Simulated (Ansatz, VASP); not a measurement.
# FePt in VASP and in Ansatz

The input INCAR:

```
SYSTEM = FePt
PREC     = Accurate       ! precision mode
ENCUT    = 520            ! plane-wave cutoff, eV
EDIFF    = 1E-6           ! SCF threshold, eV
ISMEAR   = -1             ! smearing method
SIGMA    = 0.05           ! smearing width, eV
LREAL    = .False.        ! projectors in reciprocal space
LASPH    = .True.         ! aspherical terms in the spheres
NELM     = 150            ! most SCF steps
ALGO     = Fast           ! electronic algorithm
ISIF     = 2              ! what is computed and relaxed
LWAVE    = .False.        ! write WAVECAR
LCHARG   = .False.        ! write CHGCAR
ISPIN    = 2              ! spin polarisation
MAGMOM   = 0 3            ! initial moments
LORBIT   = 11             ! projections on sites
LMAXMIX  = 4              ! l up to which the mixer works
GGA      = RP             ! functional
IVDW     = 12             ! dispersion correction
NBANDS   = 20             ! bands
```

The input KPOINTS:

```
Automatic mesh
0
Gamma
  10 10 7
  0 0 0
```

File POSCAR:

```
FePt
1.0
    2.7769155219      0.0000000000      0.0000000000
    0.0000000000      2.7769155219      0.0000000000
    0.0000000000      0.0000000000      3.7929596994
Pt Fe
1 1
Direct
    0.5000000000      0.5000000000      0.5000000000
    0.0000000000      0.0000000000      0.0000000000
```

The input input.yaml:

```yaml
crystal:
  lattice:
    - [2.7769155219, 0.0, 0.0]
    - [0.0, 2.7769155219, 0.0]
    - [0.0, 0.0, 3.7929596994]
  atoms:
    - { symbol: Pt, position: [0.5, 0.5, 0.5] }
    - { symbol: Fe, position: [0.0, 0.0, 0.0], spin: 3.0 }
hamiltonian:
  xc: rpbe
  pseudopotentials: { kind: paw }
  dispersion: d3bj
magnetization:
  spin_polarized: true
kpoints:
  mp_grid: { grid: [10, 10, 7] }
scf:
  occupations: { method: fermi_dirac, width: 0.05 }
output:
  forces: true
  stress: true
  eigenvalues: true
```

Alike in both runs: task single point; functional RPBE; dispersion D3(BJ); k mesh 10 × 10 × 7; occupations fermi-dirac, width 0.05 eV; collinear spin.

```csv
,VASP,Ansatz
version,VASP 6.6.1,Ansatz 0.2.0
potentials or method,"VASP PAW PBE potentials, release 64 (Pt, Fe)",Ansatz PAW
plane-wave cutoff (eV),520,420
valence electrons in the cell,18,34
```

VASP gave:

* gap on the k mesh at the Fermi level (eV): none
* net moment per atom (μB): 1.71
* size of the moment on the site where the two differ most (μB): 0.35

**Question.** Which values does Ansatz return?

**Answer.** gap on the k mesh at the Fermi level (eV): none; net moment per atom (μB): 1.71; size of the moment on the site where the two differ most (μB): 0.40.

VASP's potentials were made for PBE, not for RPBE. Site moments also hang on the region over which each program counts them. A gap of «none» marks a metal or a gap that the smearing closes. VASP's potentials hold 18 valence electrons a cell and Ansatz's 34, so a difference there can come from the potentials and not from the codes.

Spin-orbit coupling is off throughout.
